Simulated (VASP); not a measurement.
Write the native input for VASP 6.6.1 that does the following.

| Item | Value |
| --- | --- |
| Task | relaxation of cell and atoms |
| Functional | PBE |
| Potentials or basis | VASP PAW PBE potentials, release 64 (Na_pv, Al) |
| Cutoff | 500 eV |
| k mesh | 3 × 3 × 4 |
| Occupations | gaussian, width 0.1 eV |
| Spin | no spin polarisation |
| Dipole correction | no |
| Further INCAR settings | ALGO = Normal; EDIFF = 1e-07; IBRION = 2; EDIFFG = -0.04; NSW = 90; ISIF = 3 |

The structure of NaAl2 lies in POSCAR:

```
NaAl2
1.0
    6.1777540900      0.0000000000      0.0000000000
   -3.0888770400      5.3500919800      0.0000000000
    0.0000000000      0.0000000000      3.7869632600
Na Al
1 2
Direct
    0.6666666700      0.3333333300      0.5000000000
    0.0000000000      0.0000000000      0.0000000000
    0.3333333300      0.6666666700      0.5000000000
```

The input as run:

INCAR

```
ALGO = Normal
EDIFF = 1E-7
EDIFFG = -0.04
ENCUT = 500
GGA = PE
GGA_COMPAT = F
IBRION = 2
ISIF = 3
ISMEAR = 0
LASPH = T
LCHARG = F
LREAL = F
LWAVE = F
NELM = 120
NELMIN = 4
NSW = 90
PREC = Accurate
SIGMA = 0.1
```

KPOINTS

```
k-points
0
Gamma
  3 3 4
```

Potentials or basis: VASP PAW PBE potentials, release 64 (Na_pv, Al).

Run with:

```bash
$ cat potpaw_PBE.64/Na_pv/POTCAR potpaw_PBE.64/Al/POTCAR > POTCAR
$ mpirun -np 1 vasp_std > vasp.out
```

It gave:

* Relaxed volume: 20.44 Å³/atom
* Relaxed cell: a = 5.046 Å, b = 5.046 Å, c = 2.782 Å, α = 90.00°, β = 90.00°, γ = 120.00°
* Space group after relaxing (to 0.1 Å): P-6m2 (No. 187)
* Pressure after relaxing: 0.2 GPa
* Band gap on the k mesh: zero (an odd number of electrons rules out a gap without spin polarisation)

Caveat: the k points lie up to 0.56 Å⁻¹ apart in the final cell, too coarse for converged energies and pressures of a metal; the volume moved by over 15 % at a fixed basis, so the end points are rough.

Run time: 95 s on 1 thread of Intel(R) Xeon(R) Platinum 8488C (Sapphire Rapids), with other jobs on the host, peak memory 0.24 GiB.
